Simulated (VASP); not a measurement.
A run of VASP 6.6.1:

INCAR

```
SYSTEM = MgO
PREC = Accurate
ENCUT = 600
EDIFF = 1E-6
ISMEAR = -1
SIGMA = 0.02
LREAL = .FALSE.
LASPH = .TRUE.
NELM = 120
ALGO = Normal
ISIF = 2
LWAVE = .FALSE.
LCHARG = .FALSE.
GGA = PE
NBANDS = 11
GGA_COMPAT = .FALSE.
```

Contents of KPOINTS:

```
Automatic mesh
0
G
  8 8 8
  0 0 0
```

Contents of POSCAR:

```
MgO
1.0
    2.9818690000      0.0000000000      0.0000000000
    1.4909345000      2.5823743048      0.0000000000
    1.4909345000      0.8607914349      2.4346858433
Mg O
1 1
Direct
    0.0000000000      0.0000000000      0.0000000000
    0.5000000000      0.5000000000      0.5000000000
```

Potentials or basis: VASP PAW PBE potentials, release 64 (Mg, O).

Run with:

```sh
$ cat potpaw_PBE.64/Mg/POTCAR potpaw_PBE.64/O/POTCAR > POTCAR
$ mpirun -np 1 vasp_std > vasp.out
```

Hardware: 1 thread of AMD EPYC 7R13 (shared host).

Task: Estimate the wall time of this run.

Result: It took 12 s on 1 thread of AMD EPYC 7R13, with other jobs on the host, peak memory 0.11 GiB. Counts: scf iterations 12, k points 29.
